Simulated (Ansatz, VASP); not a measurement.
Two plane-wave programs on C

```
CELL_PARAMETERS angstrom
0.00000 1.75927 1.75927
1.75927 0.00000 1.75927
1.75927 1.75927 0.00000
ATOMIC_POSITIONS crystal
C 0.75000 0.75000 0.75000
C 0.50000 0.50000 0.50000
```

Alike in both runs: task single point; functional r2SCAN; dispersion D4; k mesh 13 × 13 × 13; occupations fermi-dirac, width 0.05 eV; no spin polarisation.

|  | VASP | Ansatz |
| --- | --- | --- |
| version | VASP 6.6.1 | Ansatz 0.2.0 |
| potentials or method | VASP PAW PBE potentials, release 64 (C) | Ansatz PAW |
| plane-wave cutoff (eV) | 520 | 500 |
| valence electrons in the cell | 8 | 8 |

```tsv
	VASP	Ansatz	Ansatz less VASP
gap on the k mesh at the Fermi level (eV)	4.43	4.46	+0.030
least direct gap on the mesh (eV)	5.95	6.00	+0.047
pressure (GPa)	16.0	14.7	-1.27
```

VASP's potentials were made for PBE, not for r2SCAN.

Noted on Ansatz's run: odd divisions of the mesh miss points on the zone boundary, where band edges often lie, so the gap on the mesh can be too wide.
